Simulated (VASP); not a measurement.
Here is a VASP 6.6.1 calculation.

File INCAR:

```
SYSTEM = LuHfO
ALGO = Normal
EDIFF = 1E-7
ENCUT = 520
GGA = PE
ISIF = 2
ISMEAR = 0
LASPH = .True.
LCHARG = .False.
LREAL = .False.
LWAVE = .False.
NBANDS = 28
NELM = 100
PREC = Accurate
SIGMA = 0.1
```

File KPOINTS:

```
k-points
0
Gamma
  6 6 6
  0 0 0
```

File POSCAR:

```
LuHfO
1.0
    4.8647603942      0.0000000000      0.0000000000
   -2.4323801971      4.2130060847      0.0000000000
    0.0000000000      0.0000000000      2.9023781588
Lu Hf O
1 1 1
Direct
    0.0000000000      0.0000000000      0.5000000000
    0.3333333333      0.6666666667      0.5000000000
    0.6666666667      0.3333333333      0.0000000000
```

Potentials or basis: VASP PAW PBE potentials, release 64 (Lu, Hf_pv, O).

Launch:

```sh
$ cat potpaw_PBE.64/Lu/POTCAR potpaw_PBE.64/Hf_pv/POTCAR potpaw_PBE.64/O/POTCAR > POTCAR
$ mpirun -np 1 vasp_std > vasp.out
```

(1) Predict the pressure.

(2) What does it give for the band gap on the k mesh?

Answers

(1) -0.2 GPa.

(2) zero (an odd number of electrons rules out a gap without spin polarisation).

Caveat: the k points lie up to 0.36 Å⁻¹ apart, too coarse for converged energies and pressures of a metal; spin-orbit coupling is left out, which moves the levels of the heavy elements; an odd number of electrons without spin polarisation forces a metal; a magnetic or distorted state may lie lower.
